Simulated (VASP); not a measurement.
# SiC (Moissanite 3C) (F-43m) in VASP: further runs

The runs below take SiC (Moissanite 3C) through single point, relaxation of the atoms, with PBE.

All numbers are computed with VASP 6.6.1; they aren't measurements. Logs are shortened: lines on timing, memory, paths and dates and some standing lists are left out, and cuts for length are marked.

**1. The cell of the first run**

Symmetry: F-43m, No. 216, cubic system. Conventional cell: a = 4.358 Å, b = 4.358 Å, c = 4.358 Å, α = 90.00°, β = 90.00°, γ = 90.00°. Si (site symmetry -43m) has 4 C at 1.89 Å within 2.5 Å. Within 2.5 Å of C (site symmetry -43m) lie 4 Si at 1.89 Å.

**2. Single point, PBE**

INCAR

```
ALGO = Normal ; EDIFF = 1E-7
ENCUT = 520 ; GGA = PE
ISIF = 2 ; ISMEAR = -1
LASPH = T ; LCHARG = F
LREAL = F ; LWAVE = F
NBANDS = 11 ; NELM = 80
PREC = Accurate ; SIGMA = 0.02
```

KPOINTS

```
k-points
0
Gamma
  11 11 11
```

POSCAR

```
SiC
1.0
    0.0000000000      2.1790000000      2.1790000000
    2.1790000000      0.0000000000      2.1790000000
    2.1790000000      2.1790000000      0.0000000000
Si C
1 1
Direct
    0.0000000000      0.0000000000      0.0000000000
    0.2500000000      0.2500000000      0.2500000000
```

Potentials or basis: VASP PAW PBE potentials, release 64 (Si, C).

Started as:

```sh
$ cat potpaw_PBE.64/Si/POTCAR potpaw_PBE.64/C/POTCAR > POTCAR
$ mpirun -np 1 vasp_std > vasp.out
```

OUTCAR:

```text
EDIFF = 1E-7
   ENCUT = 520
   GGA = PE
   ISIF = 2
   ISMEAR = -1
   LASPH = T
   LREAL = F
   NELM = 80
   PREC = Accurate

 ion  position               nearest neighbor table
   1  0.000  0.000  0.000-   2 1.89   2 1.89   2 1.89   2 1.89
   2  0.250  0.250  0.250-   1 1.89   1 1.89   1 1.89   1 1.89

  LATTYP: Found a face centered cubic cell.
 ALAT       =     4.3580000000

  Lattice vectors:

 A1 = (   0.0000000000,   2.1790000000,   2.1790000000)
 A2 = (   2.1790000000,   0.0000000000,   2.1790000000)
 A3 = (   2.1790000000,   2.1790000000,   0.0000000000)

Analysis of symmetry for initial positions (statically):
=====================================================================
 Subroutine PRICEL returns:
 Original cell was already a primitive cell.

 Routine SETGRP: Setting up the symmetry group for a
 face centered cubic supercell.

 Subroutine GETGRP returns: Found 24 space group operations
 (whereof 24 operations were pure point group operations)
 out of a pool of 48 trial point group operations.

The static configuration has the point symmetry T_d .

Analysis of symmetry for dynamics (positions and initial velocities):
=====================================================================
 Subroutine PRICEL returns:
 Original cell was already a primitive cell.

 Routine SETGRP: Setting up the symmetry group for a
 face centered cubic supercell.

 Subroutine GETGRP returns: Found 24 space group operations
 (whereof 24 operations were pure point group operations)
 out of a pool of 48 trial point group operations.

The dynamic configuration has the point symmetry T_d .

 Subroutine INISYM returns: Found 24 space group operations
 (whereof 24 operations are pure point group operations),
 and found     1 'primitive' translations

----------------------------------------------------------------------------------------

                                     Primitive cell

  volume of cell :      20.6920

  direct lattice vectors                    reciprocal lattice vectors
     0.000000000  2.179000000  2.179000000    -0.229463056  0.229463056  0.229463056
     2.179000000  0.000000000  2.179000000     0.229463056 -0.229463056  0.229463056
     2.179000000  2.179000000  0.000000000     0.229463056  0.229463056 -0.229463056

  length of vectors
     3.081571352  3.081571352  3.081571352     0.397441672  0.397441672  0.397441672

  position of ions in fractional coordinates (direct lattice)
     0.000000000  0.000000000  0.000000000
     0.250000000  0.250000000  0.250000000

  ion indices of the primitive-cell ions
   primitive index   ion index
                 1           1
                 2           2

----------------------------------------------------------------------------------------

 KPOINTS: k-points

Automatic generation of k-mesh.
 Grid dimensions read from file:
 generate k-points for:   11   11   11

 Generating k-lattice:

  Cartesian coordinates                     Fractional coordinates (reciprocal lattice)
    -0.020860278  0.020860278  0.020860278     0.090909091  0.000000000  0.000000000
     0.020860278 -0.020860278  0.020860278     0.000000000  0.090909091  0.000000000
     0.020860278  0.020860278 -0.020860278     0.000000000  0.000000000  0.090909091

  Length of vectors
     0.036131061  0.036131061  0.036131061

  Shift w.r.t. Gamma in fractional coordinates (k-lattice)
     0.000000000  0.000000000  0.000000000

 Subroutine IBZKPT returns following result:
 ===========================================

 Found     56 irreducible k-points:

 Following reciprocal coordinates:
            Coordinates               Weight
  0.000000  0.000000  0.000000      1.000000
  0.090909  0.000000  0.000000      8.000000
  0.181818  0.000000  0.000000      8.000000
  0.272727  0.000000  0.000000      8.000000
  0.363636  0.000000  0.000000      8.000000
  0.454545  0.000000  0.000000      8.000000
[... 16 lines left out ...]
 -0.272727  0.181818  0.000000     24.000000
 -0.181818  0.181818  0.000000     12.000000
 [... further k-points ...]
   k-points           NKPTS =     56   k-points in BZ     NKDIM =     56   number of bands    NBANDS=     11
   number of dos      NEDOS =    301   number of ions     NIONS =      2
   total plane-waves  NPLWV =  13824
   dimension x,y,z NGX =    24 NGY =   24 NGZ =   24
   dimension x,y,z NGXF=    48 NGYF=   48 NGZF=   48
   ions per type =               1   1
   NGX,Y,Z   is equivalent  to a cutoff of  12.95, 12.95, 12.95 a.u.
   NGXF,Y,Z  is equivalent  to a cutoff of  25.90, 25.90, 25.90 a.u.
 SYSTEM =  unknown system
   PREC   = accura    normal or accurate (medium, high low for compatibility)
   ISTART =      0    job   : 0-new  1-cont  2-samecut
   ICHARG =      2    charge: 1-file 2-atom 10-const
   ISPIN  =      1    spin polarized calculation?
   LNONCOLLINEAR =      F non collinear calculations
   LSORBIT =      F    spin-orbit coupling
   LASPH  =      T    aspherical Exc in radial PAW
   ENCUT  =  520.0 eV  38.22 Ry    6.18 a.u.   5.73  5.73  5.73*2*pi/ulx,y,z
   NELM   =     80;   NELMIN=  2; NELMDL= -5     # of ELM steps
   EDIFF  = 0.1E-06   stopping-criterion for ELM
   LREAL  =      F    real-space projection
   EDIFFG = 0.1E-05   stopping-criterion for IOM
   NSW    =      0    number of steps for IOM
   IBRION =     -1    ionic relax: 0-MD 1-quasi-New 2-CG
   NFREE  =      0    steps in history (QN), initial steepest desc. (CG)
   ISIF   =      2    stress and relaxation
   ISYM   =      2    0-nonsym 1-usesym 2-fastsym
   POTIM  = 0.5000    time-step for ionic-motion
   TEBEG  =    0.0;   TEEND  =   0.0 temperature during run
   PSTRESS=    0.0 pullay stress
   NELECT =       8.0000    total number of electrons
   NUPDOWN=      -1.0000    fix difference up-down
   EMIN   =  10.00;   EMAX   =-10.00  energy-range for DOS
   EFERMI =   0.00;   METHOD = LEGACY
   ISMEAR =    -1;   SIGMA  =   0.02  broadening in eV -4-tet -1-fermi 0-gaus
   EFERMI_NEDOS =   21; number of points for ismear=-14 and -15
   IALGO  =     38    algorithm
   IMIX   =      4    mixing-type and parameters
     AMIX     =   0.40;   BMIX     =  1.00
     AMIX_MAG =   1.60;   BMIX_MAG =  1.00
  volume/ion in A,a.u.               =      10.35        69.82
  Fermi-wavevector in a.u.,A,eV,Ry     =   1.192626  2.253736 19.352338  1.422357
  Thomas-Fermi vector in A             =   2.328660
   LORBIT       =      0    0 simple, 1 ext, 2 COOP (PROOUT), +10 PAW based schemes
   GGA     = PE    functional components
   LHFCALC =     F    Hartree Fock is set to
   AEXX    =    0.0000 exact exchange contribution
   IVDW    =     0    specifies the selected vdW correction
   LEPSILON=     F    determine dielectric tensor
   LRPA    =     F    only Hartree local field effects (RPA)
 non-spin polarized calculation
  energy-cutoff  :      520.00
  volume of cell :       20.69
 maximum number of plane-waves:       568
   NGX = 11   NGY = 11   NGZ = 11

 number of electron       8.0000001 magnetization

 Free energy of the ion-electron system (eV)
  ---------------------------------------------------
  ext. energy  EPLUGINS =         0.00000000
  ---------------------------------------------------
  free energy    TOTEN  =       -15.05780537 eV

  energy without entropy =      -15.05780537  energy(sigma->0) =      -15.05780537

 E-fermi :   8.4835     XC(G=0): -11.3562

 val. band max:        8.1068400245   @ k =   0.0000   0.0000   0.0000
 cond. band min:       9.5612960167   @ k =   0.4545   0.4545   0.0000
 fundamental gap:      1.4544559922
 Fermi energy:         8.4835353809

 k-point     1 :       0.0000    0.0000    0.0000
  band No.  band energies     occupation
      1      -7.2964      2.00000
      2       8.1068      2.00000
      3       8.1068      2.00000
      4       8.1068      2.00000
      5      14.3408      0.00000
      6      15.4143      0.00000
      7      15.4143      0.00000
      8      15.4143      0.00000
      9      22.6135      0.00000
     10      22.6135      0.00000
     11      24.5878      0.00000

 k-point     2 :       0.0909    0.0000    0.0000
  band No.  band energies     occupation
      1      -7.1348      2.00000
      2       7.2562      2.00000
      3       7.9950      2.00000
      4       7.9950      2.00000
      5      14.5942      0.00000
      6      15.6174      0.00000
      7      15.6200      0.00000
      8      15.6200      0.00000
      9      21.7762      0.00000
     10      21.7762      0.00000
     11      24.4616      0.00000

 k-point     3 :       0.1818    0.0000    0.0000
  band No.  band energies     occupation
      1      -6.6560      2.00000
      2       5.3960      2.00000
      3       7.7272      2.00000
      4       7.7272      2.00000
      5      14.3894      0.00000
      6      15.9783      0.00000
      7      15.9783      0.00000
      8      16.6575      0.00000
      9      21.0245      0.00000
     10      21.0245      0.00000
     11      23.6433      0.00000

 k-point     4 :       0.2727    0.0000    0.0000
  band No.  band energies     occupation
      1      -5.8821      2.00000
      2       3.2890      2.00000
      3       7.4301      2.00000
      4       7.4301      2.00000
      5      14.0047      0.00000
      6      15.9663      0.00000
      7      15.9663      0.00000
      8      17.6668      0.00000
      9      21.4557      0.00000
     10      21.4557      0.00000
     11      23.2118      0.00000

 k-point     5 :       0.3636    0.0000    0.0000
  band No.  band energies     occupation
      1      -4.8797      2.00000
      2       1.3025      2.00000
      3       7.1962      2.00000
      4       7.1962      2.00000
      5      13.7103      0.00000
      6      15.6307      0.00000
      7      15.6307      0.00000
      8      18.1096      0.00000
      9      22.9796      0.00000
     10      22.9796      0.00000
     11      23.5602      0.00000
[... 211 lines left out ...]
 k-point    21 :      -0.4545    0.1818    0.0000
  band No.  band energies     occupation
      1      -3.2834      2.00000
      2       0.1051      2.00000
      3       4.8898      2.00000
      4       6.3693      2.00000
      5      12.8807      0.00000
      6      16.1108      0.00000
      7      17.0330      0.00000
      8      19.1255      0.00000
      9      22.2100      0.00000
     10      24.4637      0.00000
     11      26.6218      0.00000

 k-point    22 :      -0.3636    0.1818    0.0000
  band No.  band energies     occupation
      1      -3.7077      2.00000
      2       0.6898      2.00000
      3       4.6402      2.00000
      4       6.7240      2.00000
      5      13.3920      0.00000
      6      16.0675      0.00000
      7      16.7513      0.00000
      8      19.0862      0.00000
      9      22.1917      0.00000
     10      23.1153      0.00000
     11      26.6275      0.00000

 k-point    23 :      -0.2727    0.1818    0.0000
  band No.  band energies     occupation
      1      -4.7080      2.00000
      2       2.2451      2.00000
      3       4.6988      2.00000
      4       7.1825      2.00000
      5      14.1552      0.00000
      6      16.0995      0.00000
      7      16.5941      0.00000
      8      17.9935      0.00000
      9      20.3448      0.00000
     10      23.7446      0.00000
     11      26.8794      0.00000

 k-point    24 :      -0.1818    0.1818    0.0000
  band No.  band energies     occupation
      1      -5.6235      2.00000
      2       3.7839      2.00000
      3       5.3179      2.00000
      4       7.6173      2.00000
      5      14.9638      0.00000
      6      15.8723      0.00000
      7      16.3082      0.00000
      8      17.1174      0.00000
      9      19.5140      0.00000
     10      23.1094      0.00000
     11      27.0222      0.00000

 [... further k-points ...]
[... 5 lines left out ...]
  --------------------------------------------------------------------------------------
  -------------------------------------------------------------------------------------
  Total        0.4146937      0.4146937      0.4146937      0.0000000     -0.0000000     -0.0000000
  in kB       32.1097026     32.1097026     32.1097026      0.0000000     -0.0000000     -0.0000000
  external PRESSURE =      32.1097026 kB  Pullay stress =       0.0000000 kB

 VOLUME and BASIS-vectors are now :
 -----------------------------------------------------------------------------
  energy-cutoff  :      520.00
  volume of cell :       20.69
      direct lattice vectors                 reciprocal lattice vectors
     0.000000000  2.179000000  2.179000000    -0.229463056  0.229463056  0.229463056
     2.179000000  0.000000000  2.179000000     0.229463056 -0.229463056  0.229463056
     2.179000000  2.179000000  0.000000000     0.229463056  0.229463056 -0.229463056

 POSITION                                       TOTAL-FORCE (eV/Angst)
 -----------------------------------------------------------------------------------
      0.00000      0.00000      0.00000         0.000000      0.000000      0.000000
      1.08950      1.08950      1.08950        -0.000000     -0.000000     -0.000000
 -----------------------------------------------------------------------------------
    total drift:                                0.000000      0.000000      0.000000

  FREE ENERGIE OF THE ION-ELECTRON SYSTEM (eV)
  ---------------------------------------------------
  free  energy   TOTEN  =       -15.0578053688 eV

  energy  without entropy=      -15.0578053688  energy(sigma->0) =      -15.05780537
```

Run time: 4.3 s. Hardware: 1 thread of Intel Xeon 6975P-C (Granite Rapids), shared host; peak memory 0.13 GiB.

Results:

* Free energy: -15.0578 eV
* Pressure: 3.2 GPa
* Band gap on the k mesh: 1.45 eV, indirect (least direct gap 4.60 eV)

**3. Relaxation of the atoms, PBE**

INCAR

```
SYSTEM = SiC
  PREC = Accurate
  ENCUT = 520
  EDIFF = 1E-6
  ISMEAR = -1
  SIGMA = 0.02
  LREAL = .FALSE.
  LASPH = .TRUE.
  NELM = 60
  ALGO = Normal
  ISIF = 2
  LWAVE = .FALSE.
  LCHARG = .FALSE.
  GGA = PE
  IBRION = 2
  NSW = 80
  EDIFFG = -0.02
```

KPOINTS

```
regular mesh
0
G
  11 11 11
  0 0 0
```

POSCAR is that of step 2.

Potentials or basis: VASP PAW PBE potentials, release 64 (Si, C).

Started as:

```sh
$ cat potpaw_PBE.64/Si/POTCAR potpaw_PBE.64/C/POTCAR > POTCAR
$ mpirun -np 1 vasp_std > vasp.out
```

Run time: 3.3 s. Hardware: 1 thread of Intel Xeon 6975P-C (Granite Rapids), shared host; peak memory 0.13 GiB.

It converged, with:

* Free energy: -15.0578 eV
* Pressure after relaxing: 3.2 GPa
* Band gap on the k mesh: 1.45 eV, indirect (least direct gap 4.60 eV)

Final structure:
```xyz
2
Lattice="0.0000 2.1790 2.1790 2.1790 0.0000 2.1790 2.1790 2.1790 0.0000" Properties=species:S:1:pos:R:3 pbc="T T T"
Si    0.0000    0.0000    0.0000
C     1.0895    1.0895    1.0895
```

Levels at points of the mesh, in eV from the valence-band top:
```csv
k point,band 1,band 2,band 3,band 4,band 5,band 6,band 7,band 8
"(0.00, 0.00, 0.00)",-15.40,0.00,0.00,0.00,6.23,7.31,7.31,7.31
```

Caveat: the relaxation stopped at its first step, so nothing moved. A hybrid or GW would open this gap; PBE tends to underestimate it.
